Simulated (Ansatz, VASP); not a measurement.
Given: the input of a run of VASP 6.6.1 on MnPt2.

INCAR

```
SYSTEM = MnPt2
PREC = Accurate ; ENCUT = 520
EDIFF = 1E-6 ; ISMEAR = -1
SIGMA = 0.05 ; LREAL = .False.
LASPH = .True. ; NELM = 150
ALGO = Normal ; ISIF = 2
LWAVE = .False. ; LCHARG = .False.
ISPIN = 2 ; MAGMOM = 0 0 4
LORBIT = 11 ; LMAXMIX = 4
GGA = CA ; NBANDS = 28
```

KPOINTS

```
Automatic mesh
0
Gamma
  11 11 4
  0 0 0
```

Contents of POSCAR:

```
MnPt2
1.0
    2.8000532941      0.0000000000      0.0000000000
   -1.4000266470      2.4249172847      0.0000000000
    0.0000000000      0.0000000000      6.3991501735
Pt Mn
2 1
Direct
    0.6666666667      0.3333333333      0.3162060000
    0.3333333333      0.6666666667      0.6837940000
    0.0000000000      0.0000000000      0.0000000000
```

Potentials or basis: VASP PAW LDA potentials, release 64 (Pt, Mn_pv).

Launch:

```bash
$ cat potpaw_LDA.64/Pt/POTCAR potpaw_LDA.64/Mn_pv/POTCAR > POTCAR
$ mpirun -np 1 vasp_std > vasp.out
```

Task: Translate it to Ansatz 0.2.0. Potentials there: all-electron LAPW, scalar-relativistic.

Result: As run (the cutoff follows the program's own potentials):

Contents of input.yaml:

```yaml
crystal:
  lattice:
    - [2.8000532941, 0.0, 0.0]
    - [-1.400026647, 2.4249172847, 0.0]
    - [0.0, 0.0, 6.3991501735]
  atoms:
    - { symbol: Pt, position: [0.6666666667, 0.3333333333, 0.316206] }
    - { symbol: Pt, position: [0.3333333333, 0.6666666667, 0.683794] }
    - { symbol: Mn, position: [0.0, 0.0, 0.0], spin: 4.0 }
kpoints:
  mp_grid: { grid: [11, 11, 4] }
scf:
  occupations: { method: fermi_dirac, width: 0.05 }
hamiltonian:
  xc: lda
  pseudopotentials: { kind: all_electron, lapw: { basis_error: 0.002 } }
magnetization:
  spin_polarized: true
output:
  forces: true
  stress: true
  eigenvalues: true
```

Potentials or basis: all-electron LAPW, scalar-relativistic.

Run with:

```sh
$ ansatz run input.yaml --threads 4 --pin off --max-ram 12288MiB --backend cpu --events-out ev --progress --plain --runs-dir out
```

Both were run:

|  | VASP | Ansatz | Ansatz less VASP |
| --- | --- | --- | --- |
| gap on the k mesh at the Fermi level (eV) | none | none | - |
| pressure (GPa) | -6.8 | -5.9 | +0.80 |
| traceless stress, the component that is largest in VASP (GPa) | 4.29 | 3.88 | -0.409 |
| rms of the force components (eV/Å) | 0.005 | 0.009 | +0.0039 |
| net moment per atom (μB) | 1.23 | 1.29 | +0.062 |
| size of the moment on the site where the two differ most (μB) | 3.13 | 3.31 | +0.173 |

LDA's correlation is that of Perdew and Zunger in VASP and of Perdew and Wang (1992) in Ansatz. Site moments also hang on the region over which each program counts them. Atom by atom the forces differ by 0.014 eV/Å (rms over components). A gap of «none» marks a metal or a gap that the smearing closes. Ansatz ran all-electron here, and VASP with PAW potentials.

Spin-orbit coupling is off throughout.
